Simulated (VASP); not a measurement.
# ZnO (zincite) (P6_3mc) in VASP: settings compared

ZnO (zincite) is run at these levels: PBEsol+D3(BJ), PBEsol+D4, revPBE; tasks: single point, relaxation of cell and atoms.

All numbers are computed with VASP 6.6.1; they aren't measurements. Logs are shortened: lines on timing, memory, paths and dates and some standing lists are left out, and cuts for length are marked.

**The experiment to reproduce.**

From “Electronic structure of alkaline earth and post-transition metal oxides”, 2009, arxiv:0908.1581, for a bulk crystal of ZnO: band gap 3.37 eV.

The results are compared with them further down.

## 1. The cell of the first run

The structure is hexagonal, space group P6_3mc (No. 186). Conventional cell: a = 3.212 Å, b = 3.212 Å, c = 5.181 Å, α = 90.00°, β = 90.00°, γ = 120.00°. Within 2.6 Å of Zn (site symmetry 3m) lie 4 O at 1.96 Å. Within 2.6 Å of O (site symmetry 3m) lie 4 Zn at 1.96 Å.

## 2. Single point, PBEsol+D3(BJ)

Input file INCAR:

```
SYSTEM = ZnO
ALGO     = Normal         ! electronic algorithm
EDIFF    = 1E-6           ! SCF threshold, eV
ENCUT    = 520            ! plane-wave cutoff, eV
GGA      = PS             ! functional
ISIF     = 2              ! what is computed and relaxed
ISMEAR   = -1             ! smearing method
IVDW     = 12             ! dispersion correction
LASPH    = .TRUE.         ! aspherical terms in the spheres
LCHARG   = .FALSE.        ! write CHGCAR
LREAL    = .FALSE.        ! projectors in reciprocal space
LWAVE    = .FALSE.        ! write WAVECAR
NBANDS   = 26             ! bands
NELM     = 100            ! most SCF steps
PREC     = Accurate       ! precision mode
SIGMA    = 0.05           ! smearing width, eV
```

Input file KPOINTS:

```
k-points
0
G
  9 9 5
  0 0 0
```

Input file POSCAR:

```
ZnO
1.0
    3.2115790850      0.0000000000      0.0000000000
   -1.6057895425      2.7813090739      0.0000000000
    0.0000000000      0.0000000000      5.1811394161
Zn O
2 2
Direct
    0.6666666667      0.3333333333     -0.0000634291
    0.3333333333      0.6666666667      0.4999365709
    0.3333333333      0.6666666667      0.8790734291
    0.6666666667      0.3333333333      0.3790734291
```

Potentials or basis: VASP PAW PBE potentials, release 64 (Zn, O).

The run is started by

```sh
$ cat potpaw_PBE.64/Zn/POTCAR potpaw_PBE.64/O/POTCAR > POTCAR
$ mpirun -np 1 vasp_std > vasp.out
```

OUTCAR:

```text
SYSTEM = ZnO
   EDIFF = 1E-6
   ENCUT = 520
   GGA = PS
   ISIF = 2
   ISMEAR = -1
   IVDW = 12
   LASPH = .TRUE.
   LREAL = .FALSE.
   NELM = 100
   PREC = Accurate
 IVDW          = 12

 ion  position               nearest neighbor table
   1  0.667  0.333  1.000-   3 1.96   3 1.96   3 1.96   4 1.96
   2  0.333  0.667  0.500-   4 1.96   4 1.96   4 1.96   3 1.96
   3  0.333  0.667  0.879-   1 1.96   1 1.96   1 1.96   2 1.96
   4  0.667  0.333  0.379-   2 1.96   2 1.96   2 1.96   1 1.96

  LATTYP: Found a hexagonal cell.
 ALAT       =     3.2115790850
 C/A-ratio  =     1.6132685134

  Lattice vectors:

 A1 = (   3.2115790850,   0.0000000000,   0.0000000000)
 A2 = (  -1.6057895425,   2.7813090739,   0.0000000000)
 A3 = (   0.0000000000,   0.0000000000,   5.1811394161)

Analysis of symmetry for initial positions (statically):
=====================================================================
 Subroutine PRICEL returns:
 Original cell was already a primitive cell.

 Routine SETGRP: Setting up the symmetry group for a
 hexagonal supercell.

 Subroutine GETGRP returns: Found 12 space group operations
 (whereof  6 operations were pure point group operations)
 out of a pool of 24 trial point group operations.

The static configuration has the point symmetry C_3v.
 The point group associated with its full space group is C_6v.

Analysis of symmetry for dynamics (positions and initial velocities):
=====================================================================
 Subroutine PRICEL returns:
 Original cell was already a primitive cell.

 Routine SETGRP: Setting up the symmetry group for a
 hexagonal supercell.

 Subroutine GETGRP returns: Found 12 space group operations
 (whereof  6 operations were pure point group operations)
 out of a pool of 24 trial point group operations.

The dynamic configuration has the point symmetry C_3v.
 The point group associated with its full space group is C_6v.

 Subroutine INISYM returns: Found 12 space group operations
 (whereof  6 operations are pure point group operations),
 and found     1 'primitive' translations

----------------------------------------------------------------------------------------

                                     Primitive cell

  volume of cell :      46.2800

  direct lattice vectors                    reciprocal lattice vectors
     3.211579085  0.000000000  0.000000000     0.311373307  0.179771463  0.000000000
    -1.605789542  2.781309074  0.000000000     0.000000000  0.359542925  0.000000000
     0.000000000  0.000000000  5.181139416     0.000000000  0.000000000  0.193007738

  length of vectors
     3.211579085  3.211579085  5.181139416     0.359542925  0.359542925  0.193007738

  position of ions in fractional coordinates (direct lattice)
     0.666666667  0.333333333  0.999936571
     0.333333333  0.666666667  0.499936571
     0.333333333  0.666666667  0.879073429
     0.666666667  0.333333333  0.379073429

  ion indices of the primitive-cell ions
   primitive index   ion index
                 1           1
                 2           2
                 3           3
                 4           4

----------------------------------------------------------------------------------------

 KPOINTS: k-points

Automatic generation of k-mesh.
 Grid dimensions read from file:
 generate k-points for:    9    9    5

 Generating k-lattice:

  Cartesian coordinates                     Fractional coordinates (reciprocal lattice)
     0.034597034  0.019974607  0.000000000     0.111111111  0.000000000  0.000000000
     0.000000000  0.039949214  0.000000000     0.000000000  0.111111111  0.000000000
     0.000000000  0.000000000  0.038601548     0.000000000  0.000000000  0.200000000

  Length of vectors
     0.039949214  0.039949214  0.038601548

  Shift w.r.t. Gamma in fractional coordinates (k-lattice)
     0.000000000  0.000000000  0.000000000

 Subroutine IBZKPT returns following result:
 ===========================================

 Found     36 irreducible k-points:

 Following reciprocal coordinates:
            Coordinates               Weight
  0.000000  0.000000  0.000000      1.000000
  0.111111  0.000000  0.000000      6.000000
  0.222222  0.000000  0.000000      6.000000
  0.333333  0.000000  0.000000      6.000000
  0.444444  0.000000  0.000000      6.000000
  0.111111  0.111111  0.000000      6.000000
[... 16 lines left out ...]
  0.333333  0.222222  0.200000     24.000000
  0.333333  0.333333  0.200000      4.000000
 [... further k-points ...]
   k-points           NKPTS =     36   k-points in BZ     NKDIM =     36   number of bands    NBANDS=     26
   number of dos      NEDOS =    301   number of ions     NIONS =      4
   total plane-waves  NPLWV =  23040
   dimension x,y,z NGX =    24 NGY =   24 NGZ =   40
   dimension x,y,z NGXF=    48 NGYF=   48 NGZF=   80
   ions per type =               2   2
   NGX,Y,Z   is equivalent  to a cutoff of  12.42, 12.42, 12.83 a.u.
   NGXF,Y,Z  is equivalent  to a cutoff of  24.85, 24.85, 25.67 a.u.
 SYSTEM =  ZnO
   PREC   = accura    normal or accurate (medium, high low for compatibility)
   ISTART =      0    job   : 0-new  1-cont  2-samecut
   ICHARG =      2    charge: 1-file 2-atom 10-const
   ISPIN  =      1    spin polarized calculation?
   LNONCOLLINEAR =      F non collinear calculations
   LSORBIT =      F    spin-orbit coupling
   LASPH  =      T    aspherical Exc in radial PAW
   ENCUT  =  520.0 eV  38.22 Ry    6.18 a.u.   5.97  5.97  9.63*2*pi/ulx,y,z
   NELM   =    100;   NELMIN=  2; NELMDL= -5     # of ELM steps
   EDIFF  = 0.1E-05   stopping-criterion for ELM
   LREAL  =      F    real-space projection
   EDIFFG = 0.1E-04   stopping-criterion for IOM
   NSW    =      0    number of steps for IOM
   IBRION =     -1    ionic relax: 0-MD 1-quasi-New 2-CG
   NFREE  =      0    steps in history (QN), initial steepest desc. (CG)
   ISIF   =      2    stress and relaxation
   ISYM   =      2    0-nonsym 1-usesym 2-fastsym
   POTIM  = 0.5000    time-step for ionic-motion
   TEBEG  =    0.0;   TEEND  =   0.0 temperature during run
   PSTRESS=    0.0 pullay stress
   NELECT =      36.0000    total number of electrons
   NUPDOWN=      -1.0000    fix difference up-down
   EMIN   =  10.00;   EMAX   =-10.00  energy-range for DOS
   EFERMI =   0.00;   METHOD = LEGACY
   ISMEAR =    -1;   SIGMA  =   0.05  broadening in eV -4-tet -1-fermi 0-gaus
   EFERMI_NEDOS =   21; number of points for ismear=-14 and -15
   IALGO  =     38    algorithm
   IMIX   =      4    mixing-type and parameters
     AMIX     =   0.40;   BMIX     =  1.00
     AMIX_MAG =   1.60;   BMIX_MAG =  1.00
  volume/ion in A,a.u.               =      11.57        78.08
  Fermi-wavevector in a.u.,A,eV,Ry     =   1.505606  2.845182 30.842351  2.266849
  Thomas-Fermi vector in A             =   2.616433
   LORBIT       =      0    0 simple, 1 ext, 2 COOP (PROOUT), +10 PAW based schemes
   GGA     = PS    functional components
   LHFCALC =     F    Hartree Fock is set to
   AEXX    =    0.0000 exact exchange contribution
   IVDW    =    12    specifies the selected vdW correction
   LEPSILON=     F    determine dielectric tensor
   LRPA    =     F    only Hartree local field effects (RPA)
 non-spin polarized calculation
  energy-cutoff  :      520.00
  volume of cell :       46.28
 maximum number of plane-waves:      1263
 NGX is ok and might be reduce to    24
   NGX = 11   NGY = 11   NGZ = 19

 number of electron      36.0000002 magnetization

 Free energy of the ion-electron system (eV)
  ---------------------------------------------------
  ext. energy  EPLUGINS =         0.00000000
  ---------------------------------------------------
  free energy    TOTEN  =       -19.39716946 eV

  energy without entropy =      -19.39716230  energy(sigma->0) =      -19.39716588

 E-fermi :   1.7100     XC(G=0): -11.3377

 val. band max:        1.3144574180   @ k =   0.0000   0.0000   0.0000
 cond. band min:       2.0302971179   @ k =   0.0000   0.0000   0.0000
 fundamental gap:      0.7158397000
 Fermi energy:         1.7100007518

 k-point     1 :       0.0000    0.0000    0.0000
  band No.  band energies     occupation
      1     -16.9660      2.00000
      2     -16.1811      2.00000
      3      -4.6385      2.00000
      4      -4.5488      2.00000
      5      -4.5488      2.00000
      6      -4.5002      2.00000
[... 18 lines left out ...]
     25      15.5484      0.00000
     26      15.5484      0.00000

 k-point     2 :       0.1111    0.0000    0.0000
  band No.  band energies     occupation
      1     -16.8927      2.00000
      2     -16.1483      2.00000
      3      -4.6470      2.00000
      4      -4.5224      2.00000
      5      -4.5079      2.00000
      6      -4.4581      2.00000
[... 18 lines left out ...]
     25      15.5220      0.00000
     26      15.7040      0.00000

 k-point     3 :       0.2222    0.0000    0.0000
  band No.  band energies     occupation
      1     -16.6970      2.00000
      2     -16.0700      2.00000
      3      -4.8207      2.00000
      4      -4.4674      2.00000
      5      -4.4120      2.00000
      6      -4.3262      2.00000
[... 18 lines left out ...]
     25      14.7716      0.00000
     26      15.6609      0.00000

 k-point     4 :       0.3333    0.0000    0.0000
  band No.  band energies     occupation
      1     -16.4475      2.00000
      2     -15.9969      2.00000
      3      -4.9247      2.00000
      4      -4.5409      2.00000
      5      -4.3247      2.00000
      6      -4.1411      2.00000
[... 18 lines left out ...]
     25      14.7584      0.00000
     26      15.4952      0.00000

 k-point     5 :       0.4444    0.0000    0.0000
  band No.  band energies     occupation
      1     -16.2507      2.00000
      2     -15.9762      2.00000
      3      -4.8724      2.00000
      4      -4.6500      2.00000
      5      -4.2840      2.00000
      6      -3.9642      2.00000
[... 18 lines left out ...]
     25      14.5525      0.00000
     26      15.6419      0.00000

 k-point     6 :       0.1111    0.1111    0.0000
  band No.  band energies     occupation
      1     -16.7581      2.00000
      2     -16.0929      2.00000
      3      -4.7349      2.00000
      4      -4.5423      2.00000
      5      -4.3969      2.00000
      6      -4.3716      2.00000
[... 427 lines left out ...]
 k-point    21 :       0.4444    0.1111    0.2000
  band No.  band energies     occupation
      1     -16.1677      2.00000
      2     -15.9956      2.00000
      3      -4.8468      2.00000
      4      -4.7156      2.00000
      5      -4.2790      2.00000
      6      -4.0116      2.00000
[... 18 lines left out ...]
     25      14.2268      0.00000
     26      15.3937      0.00000

 k-point    22 :       0.2222    0.2222    0.2000
  band No.  band energies     occupation
      1     -16.2907      2.00000
      2     -16.0061      2.00000
      3      -4.7785      2.00000
      4      -4.6763      2.00000
      5      -4.2521      2.00000
      6      -4.2325      2.00000
[... 18 lines left out ...]
     25      13.3277      0.00000
     26      16.6468      0.00000

 k-point    23 :       0.3333    0.2222    0.2000
  band No.  band energies     occupation
      1     -16.1344      2.00000
      2     -15.9944      2.00000
      3      -4.6870      2.00000
      4      -4.5246      2.00000
      5      -4.3114      2.00000
      6      -4.1023      2.00000
[... 18 lines left out ...]
     25      14.1411      0.00000
     26      15.7474      0.00000

 k-point    24 :       0.3333    0.3333    0.2000
  band No.  band energies     occupation
      1     -16.0358      2.00000
      2     -16.0358      2.00000
      3      -4.5788      2.00000
      4      -4.3657      2.00000
      5      -4.3657      2.00000
      6      -4.0343      2.00000
[... 18 lines left out ...]
     25      14.7646      0.00000
     26      16.0599      0.00000

 [... further k-points ...]

------------------------ aborting loop because EDIFF is reached ----------------------------------------

 Edisp (eV)   -0.75282

 E8    (eV) :    -0.4507

  FORCE on cell =-STRESS in cart. coord.  units (eV):
  Direction    XX          YY          ZZ          XY          YZ          ZX
  --------------------------------------------------------------------------------------
  -------------------------------------------------------------------------------------
  Total       0.29145     0.29145     0.29675     0.00000    -0.00000    -0.00000
  in kB      10.08988    10.08988    10.27341     0.00000    -0.00000    -0.00000
  external pressure =       10.15 kB  Pullay stress =        0.00 kB

 VOLUME and BASIS-vectors are now :
 -----------------------------------------------------------------------------
  energy-cutoff  :      520.00
  volume of cell :       46.28
      direct lattice vectors                 reciprocal lattice vectors
     3.211579085  0.000000000  0.000000000     0.311373307  0.179771463  0.000000000
    -1.605789542  2.781309074  0.000000000     0.000000000  0.359542925  0.000000000
     0.000000000  0.000000000  5.181139416     0.000000000  0.000000000  0.193007738

 POSITION                                       TOTAL-FORCE (eV/Angst)
 -----------------------------------------------------------------------------------
      1.60579      0.92710      5.18081         0.000000     -0.000000      0.002185
     -0.00000      1.85421      2.59024        -0.000000      0.000000      0.002185
     -0.00000      1.85421      4.55460         0.000000     -0.000000     -0.002185
      1.60579      0.92710      1.96403        -0.000000      0.000000     -0.002185
 -----------------------------------------------------------------------------------
    total drift:                                0.000001      0.000001     -0.000864

  FREE ENERGIE OF THE ION-ELECTRON SYSTEM (eV)
  ---------------------------------------------------
  free  energy   TOTEN  =       -20.1499847323 eV

  energy  without entropy=      -20.1499775772  energy(sigma->0) =      -20.14998115
```

Wall time 66 s (1 thread of AMD EPYC 7R43 (Zen 3), shared host); peak memory 0.15 GiB.

What came out:

| Property | Result |
| --- | --- |
| Free energy | -20.1500 eV |
| Pressure | 1.0 GPa |
| Band gap on the k mesh | 0.72 eV, direct |
| Dispersion energy per atom | -0.188 eV |

Forces on the atoms (eV/Å):
```
Zn   0.000  0.000  0.002
Zn   0.000  0.000  0.002
O    0.000  0.000 -0.002
O    0.000  0.000 -0.002
```

Caveat: the PAW data sets were made with another functional, which shifts forces and pressure a little.

(Part 1 of 3 ends here.)
